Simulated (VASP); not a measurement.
# TiAl3 (I4/mmm) in VASP: further runs, part 3 of 3

VASP 6.6.1. Earlier steps stand in the parts before.

### 4 Single point, LDA (17.56 Å³/atom)

This run uses another cell than the first one, of 17.56 Å³/atom.

INCAR

```
SYSTEM = TiAl3
PREC     = Accurate       ! precision mode
ENCUT    = 520            ! plane-wave cutoff, eV
EDIFF    = 1E-6           ! SCF threshold, eV
ISMEAR   = 0              ! smearing method
SIGMA    = 0.15           ! smearing width, eV
LREAL    = .False.        ! projectors in reciprocal space
LASPH    = .True.         ! aspherical terms in the spheres
NELM     = 60             ! most SCF steps
ALGO     = Fast           ! electronic algorithm
ISIF     = 2              ! what is computed and relaxed
LWAVE    = .False.        ! write WAVECAR
LCHARG   = .False.        ! write CHGCAR
GGA      = CA             ! functional
NBANDS   = 18             ! bands
```

KPOINTS

```
Automatic mesh
0
Gamma
  16 16 16
  0 0 0
```

POSCAR

```
TiAl3
1.0
   -2.0029235801      2.0029235801      4.3781906537
    2.0029235801     -2.0029235801      4.3781906537
    2.0029235801      2.0029235801     -4.3781906537
Ti Al
1 3
Direct
    0.0000000000      0.0000000000      0.0000000000
    0.5000000000      0.5000000000      0.0000000000
    0.7500000000      0.2500000000      0.5000000000
    0.2500000000      0.7500000000      0.5000000000
```

Potentials or basis: VASP PAW LDA potentials, release 64 (Ti_sv, Al).

The run is started by

```console
$ cat potpaw_LDA.64/Ti_sv/POTCAR potpaw_LDA.64/Al/POTCAR > POTCAR
$ mpirun -np 1 vasp_std > vasp.out
```

OUTCAR:

```text
SYSTEM = TiAl3
   PREC = Accurate
   ENCUT = 520
   EDIFF = 1E-6
   ISMEAR = 0
   LREAL = .False.
   LASPH = .True.
   NELM = 60
   ISIF = 2
   GGA = CA

 ion  position               nearest neighbor table
   1  0.000  0.000  0.000-   2 2.83   2 2.83   2 2.83   2 2.83   4 2.97   3 2.97   4 2.97   4 2.97
                             3 2.97   3 2.97   4 2.97   3 2.97
   2  0.500  0.500  0.000-   1 2.83   1 2.83   1 2.83   1 2.83   4 2.97   3 2.97   4 2.97   3 2.97
                             4 2.97   4 2.97   3 2.97   3 2.97
   3  0.750  0.250  0.500-   4 2.83   4 2.83   4 2.83   4 2.83   2 2.97   1 2.97   2 2.97   1 2.97
                             2 2.97   2 2.97   1 2.97   1 2.97
   4  0.250  0.750  0.500-   3 2.83   3 2.83   3 2.83   3 2.83   2 2.97   1 2.97   2 2.97   2 2.97
                             1 2.97   1 2.97   2 2.97   1 2.97

  LATTYP: Found a body centered tetragonal cell.
 ALAT       =     4.0058471602
 C/A-ratio  =     2.1859000000

  Lattice vectors:

 A1 = (  -2.0029235801,   2.0029235801,   4.3781906537)
 A2 = (   2.0029235801,  -2.0029235801,   4.3781906537)
 A3 = (   2.0029235801,   2.0029235801,  -4.3781906537)

Analysis of symmetry for initial positions (statically):
=====================================================================
 Subroutine PRICEL returns:
 Original cell was already a primitive cell.

 Routine SETGRP: Setting up the symmetry group for a
 body centered tetragonal supercell.

 Subroutine GETGRP returns: Found 16 space group operations
 (whereof 16 operations were pure point group operations)
 out of a pool of 16 trial point group operations.

The static configuration has the point symmetry D_4h.

Analysis of symmetry for dynamics (positions and initial velocities):
=====================================================================
 Subroutine PRICEL returns:
 Original cell was already a primitive cell.

 Routine SETGRP: Setting up the symmetry group for a
 body centered tetragonal supercell.

 Subroutine GETGRP returns: Found 16 space group operations
 (whereof 16 operations were pure point group operations)
 out of a pool of 16 trial point group operations.

The dynamic configuration has the point symmetry D_4h.

 Subroutine INISYM returns: Found 16 space group operations
 (whereof 16 operations are pure point group operations),
 and found     1 'primitive' translations

----------------------------------------------------------------------------------------

                                     Primitive cell

  volume of cell :      70.2560

  direct lattice vectors                    reciprocal lattice vectors
    -2.002923580  2.002923580  4.378190654     0.000000000  0.249635086  0.114202427
     2.002923580 -2.002923580  4.378190654     0.249635086  0.000000000  0.114202427
     2.002923580  2.002923580 -4.378190654     0.249635086  0.249635086  0.000000000

  length of vectors
     5.214590984  5.214590984  5.214590984     0.274517523  0.274517523  0.353037324

  position of ions in fractional coordinates (direct lattice)
     0.000000000  0.000000000  0.000000000
     0.500000000  0.500000000  0.000000000
     0.750000000  0.250000000  0.500000000
     0.250000000  0.750000000  0.500000000

  ion indices of the primitive-cell ions
   primitive index   ion index
                 1           1
                 2           2
                 3           3
[... 23 lines left out ...]
 Subroutine IBZKPT returns following result:
 ===========================================

 Found    349 irreducible k-points:

 Following reciprocal coordinates:
            Coordinates               Weight
  0.000000  0.000000  0.000000      1.000000
  0.062500 -0.000000  0.000000      8.000000
  0.125000 -0.000000  0.000000      8.000000
  0.187500 -0.000000  0.000000      8.000000
  0.250000 -0.000000  0.000000      8.000000
  0.312500 -0.000000  0.000000      8.000000
[... 16 lines left out ...]
 -0.125000  0.062500 -0.000000     16.000000
 -0.062500  0.062500  0.000000      4.000000
 [... further k-points ...]
   k-points           NKPTS =    349   k-points in BZ     NKDIM =    349   number of bands    NBANDS=     18
   number of dos      NEDOS =    301   number of ions     NIONS =      4
   total plane-waves  NPLWV =  64000
   dimension x,y,z NGX =    40 NGY =   40 NGZ =   40
   dimension x,y,z NGXF=    80 NGYF=   80 NGZF=   80
   ions per type =               1   3
   NGX,Y,Z   is equivalent  to a cutoff of  12.75, 12.75, 12.75 a.u.
   NGXF,Y,Z  is equivalent  to a cutoff of  25.50, 25.50, 25.50 a.u.
 SYSTEM =  TiAl3
   PREC   = accura    normal or accurate (medium, high low for compatibility)
   ISTART =      0    job   : 0-new  1-cont  2-samecut
   ICHARG =      2    charge: 1-file 2-atom 10-const
   ISPIN  =      1    spin polarized calculation?
   LNONCOLLINEAR =      F non collinear calculations
   LSORBIT =      F    spin-orbit coupling
   LASPH  =      T    aspherical Exc in radial PAW
   ENCUT  =  520.0 eV  38.22 Ry    6.18 a.u.   9.70  9.70  9.70*2*pi/ulx,y,z
   NELM   =     60;   NELMIN=  2; NELMDL= -5     # of ELM steps
   EDIFF  = 0.1E-05   stopping-criterion for ELM
   LREAL  =      F    real-space projection
   EDIFFG = 0.1E-04   stopping-criterion for IOM
   NSW    =      0    number of steps for IOM
   IBRION =     -1    ionic relax: 0-MD 1-quasi-New 2-CG
   NFREE  =      0    steps in history (QN), initial steepest desc. (CG)
   ISIF   =      2    stress and relaxation
   ISYM   =      2    0-nonsym 1-usesym 2-fastsym
   POTIM  = 0.5000    time-step for ionic-motion
   TEBEG  =    0.0;   TEEND  =   0.0 temperature during run
   PSTRESS=    0.0 pullay stress
   NELECT =      21.0000    total number of electrons
   NUPDOWN=      -1.0000    fix difference up-down
   EMIN   =  10.00;   EMAX   =-10.00  energy-range for DOS
   EFERMI =   0.00;   METHOD = LEGACY
   ISMEAR =     0;   SIGMA  =   0.15  broadening in eV -4-tet -1-fermi 0-gaus
   EFERMI_NEDOS =   21; number of points for ismear=-14 and -15
   IALGO  =     68    algorithm
   IMIX   =      4    mixing-type and parameters
     AMIX     =   0.40;   BMIX     =  1.00
     AMIX_MAG =   1.60;   BMIX_MAG =  1.00
  volume/ion in A,a.u.               =      17.56       118.53
  Fermi-wavevector in a.u.,A,eV,Ry     =   1.094595  2.068485 16.301660  1.198138
  Thomas-Fermi vector in A             =   2.230903
   LORBIT       =      0    0 simple, 1 ext, 2 COOP (PROOUT), +10 PAW based schemes
   GGA     = CA    functional components
   LHFCALC =     F    Hartree Fock is set to
   AEXX    =    0.0000 exact exchange contribution
   IVDW    =     0    specifies the selected vdW correction
   LEPSILON=     F    determine dielectric tensor
   LRPA    =     F    only Hartree local field effects (RPA)
 non-spin polarized calculation
 RMM-DIIS sequential band-by-band and
 Gauss-broadening in eV      SIGMA  =   0.15
  energy-cutoff  :      520.00
  volume of cell :       70.26
 maximum number of plane-waves:      1929
   NGX = 19   NGY = 19   NGZ = 19

 number of electron      20.9999999 magnetization

 Free energy of the ion-electron system (eV)
  ---------------------------------------------------
  ext. energy  EPLUGINS =         0.00000000
  ---------------------------------------------------
  free energy    TOTEN  =       -22.35669863 eV

  energy without entropy =      -22.33284120  energy(sigma->0) =      -22.34476991

 E-fermi :   7.0136     XC(G=0): -10.5202

 val. band max:        7.0129946722   @ k =  -0.3750  -0.3750   0.1875
 cond. band min:       7.0158789925   @ k =  -0.1250   0.3125   0.1250
 fundamental gap:      0.0028843202
 Fermi energy:         7.0135951234

 k-point     1 :       0.0000    0.0000    0.0000
  band No.  band energies     occupation
      1     -49.0481      2.00000
      2     -25.7308      2.00000
      3     -25.7308      2.00000
      4     -25.6403      2.00000
      5      -2.4659      2.00000
      6       4.4131      2.00000
[... 481 lines left out ...]
      5      -2.3923      2.00000
      6       4.4722      2.00000
[... 10 lines left out ...]
     17      10.4780      0.00000
     18      10.8300      0.00000

 [... further k-points ...]
[... 5 lines left out ...]
  --------------------------------------------------------------------------------------
  -------------------------------------------------------------------------------------
  Total       -6.1664861     -6.1664861     -4.3345537      0.0000000      0.0000000      0.0000000
  in kB     -140.6257728   -140.6257728    -98.8488348      0.0000000      0.0000000      0.0000000
  external PRESSURE =    -126.7001268 kB  Pullay stress =       0.0000000 kB

 VOLUME and BASIS-vectors are now :
 -----------------------------------------------------------------------------
  energy-cutoff  :      520.00
  volume of cell :       70.26
      direct lattice vectors                 reciprocal lattice vectors
    -2.002923580  2.002923580  4.378190654     0.000000000  0.249635086  0.114202427
     2.002923580 -2.002923580  4.378190654     0.249635086  0.000000000  0.114202427
     2.002923580  2.002923580 -4.378190654     0.249635086  0.249635086  0.000000000

 POSITION                                       TOTAL-FORCE (eV/Angst)
 -----------------------------------------------------------------------------------
      0.00000      0.00000      0.00000         0.000000     -0.000000      0.000000
      0.00000      0.00000      4.37819         0.000000     -0.000000      0.000000
      0.00000      2.00292      2.18910         0.000000      0.000000     -0.000000
      2.00292      0.00000      2.18910        -0.000000     -0.000000      0.000000
 -----------------------------------------------------------------------------------
    total drift:                               -0.000000     -0.000000     -0.000000

  FREE ENERGIE OF THE ION-ELECTRON SYSTEM (eV)
  ---------------------------------------------------
  free  energy   TOTEN  =       -22.3566986263 eV

  energy  without entropy=      -22.3328411970  energy(sigma->0) =      -22.34476991
```

Wall time 18 min (1 thread of Intel Xeon Platinum 8488C (Sapphire Rapids), shared host); peak memory 0.54 GiB.

Results:

* Free energy: -22.3567 eV
* Pressure: -12.7 GPa
* Band gap on the k mesh: zero (an odd number of electrons rules out a gap without spin polarisation)

Levels at points of the mesh, in eV from the Fermi level:
```tsv
k point	band 9	band 10	band 11	band 12	band 13	band 14
(0.00, 0.00, 0.00)	-1.18	-1.18	0.70	1.46	1.46	1.53
(0.50, 0.00, 0.00)	-1.03	-0.16	0.39	1.43	1.83	2.38
(0.50, 0.50, 0.00)	-2.57	-2.07	-0.82	1.42	1.55	2.48
(0.50, 0.50, 0.50)	-1.02	-0.18	0.61	0.61	0.80	2.85
```

Caveat: the cell stands under tension.

### 5 Single point, LDA (17.56 Å³/atom)

This run uses another cell than the first one, of 17.56 Å³/atom.

INCAR

```
PREC = Accurate
ENCUT = 520
EDIFF = 1E-7
ISMEAR = 0
SIGMA = 0.15
LREAL = False
LASPH = True
NELM = 100
ALGO = Fast
ISIF = 2
LWAVE = False
LCHARG = False
NBANDS = 18
```

KPOINTS

```
Automatic mesh
0
Gamma
  16 16 16
```

POSCAR

```
TiAl3
1.0
   -1.9328145807      1.9328145807      4.7015714675
    1.9328145807     -1.9328145807      4.7015714675
    1.9328145807      1.9328145807     -4.7015714675
Ti Al
1 3
Direct
    0.0000000000      0.0000000000      0.0000000000
    0.5000000000      0.5000000000      0.0000000000
    0.7500000000      0.2500000000      0.5000000000
    0.2500000000      0.7500000000      0.5000000000
```

The run is started by

```console
$ cat potpaw_LDA.64/Ti_sv/POTCAR potpaw_LDA.64/Al/POTCAR > POTCAR
$ mpirun -np 1 vasp_std > vasp.out
```

It took 27 min on 1 thread of Intel Xeon Platinum 8488C (Sapphire Rapids), shared host; peak memory 0.53 GiB.

The run converged. Its results:

```yaml
Free_energy: -22.2644 eV
Pressure: -11.8 GPa
Band_gap_on_the_k_mesh: zero (an odd number of electrons rules out a gap without spin polarisation)
```

Stress tensor (GPa, compression positive):
```
 -8.34   0.00   0.00
  0.00  -8.34   0.00
  0.00   0.00 -18.70
```

Levels at points of the mesh, in eV from the Fermi level:
```
           k point  band 7  band 8  band 9  band 10  band 11  band 12  band 13  band 14  band 15  band 16
(0.00, 0.00, 0.00)   -2.90   -1.08   -0.85    -0.85     0.82     1.96     1.96     2.11     2.40     2.73
(0.50, 0.00, 0.00)   -3.40   -3.23   -0.78    -0.44     0.58     1.66     2.28     2.30     3.14     3.57
(0.50, 0.50, 0.00)   -4.13   -3.46   -2.34    -2.29    -0.99     1.61     1.78     2.17     2.17     2.37
(0.50, 0.50, 0.50)   -1.55   -0.50   -0.50    -0.29     0.70     0.70     0.87     2.88     3.85     4.58
```

Caveat: the stress differs along the axes, from -19 to -8 GPa.

### 6 The runs side by side

| cell | further INCAR settings | gap on the mesh (eV) | pressure (GPa) |
| --- | --- | --- | --- |
| a = 5.185 Å, angles 135.7, 135.7, 64.4°, 4 atoms | ALGO = Fast; EDIFF = 1e-06; NBANDS = 18 | none | -9.5 |
| a = 5.115 Å, angles 133.0, 133.0, 68.6°, 4 atoms | ALGO = Fast; EDIFF = 1e-06; NBANDS = 18 | none | -12.7 |
| a = 5.215 Å, angles 134.8, 134.8, 65.8°, 4 atoms | ALGO = Fast; EDIFF = 1e-06; NBANDS = 18 | none | -12.7 |
| a = 5.438 Å, angles 138.4, 138.4, 60.3°, 4 atoms | ALGO = Fast; EDIFF = 1e-07; NBANDS = 18 | none | -11.8 |

Alike in all rows: task single point; level LDA; potentials or basis VASP PAW LDA potentials, release 64 (Ti_sv, Al); no spin polarisation; k mesh 16 × 16 × 16; cutoff (eV) 520; smearing gaussian 0.15 eV.

Caveats: the cell stands under tension (at least some runs); the stress differs along the axes, from -16 to -6 GPa (at least some runs); the stress differs along the axes, from -19 to -8 GPa (at least some runs).

Absolute energies hang on the potentials; compare differences alone.
